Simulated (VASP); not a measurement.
Here is a VASP 6.6.1 calculation.

The input INCAR:

```
SYSTEM = AlRu
PREC = Accurate ; ENCUT = 520
EDIFF = 1E-6 ; ISMEAR = 0
SIGMA = 0.1 ; LREAL = .False.
LASPH = .True. ; NELM = 60
ALGO = Normal ; ISIF = 2
LWAVE = .False. ; LCHARG = .False.
GGA = PE ; NBANDS = 16
```

File KPOINTS:

```
Automatic mesh
0
Gamma
  9 9 9
  0 0 0
```

Contents of POSCAR:

```
AlRu
1.0
    2.9916000000      0.0000000000      0.0000000000
    0.0000000000      2.9916000000      0.0000000000
    0.0000000000      0.0000000000      2.9916000000
Ru Al
1 1
Direct
    0.5000000000      0.5000000000      0.5000000000
    0.0000000000      0.0000000000      0.0000000000
```

Potentials or basis: VASP PAW PBE potentials, release 64 (Ru_pv, Al).

Run with:

```bash
$ cat potpaw_PBE.64/Ru_pv/POTCAR potpaw_PBE.64/Al/POTCAR > POTCAR
$ mpirun -np 1 vasp_std > vasp.out
```

(1) Estimate the pressure.

Results:

(1) 2.5 GPa.
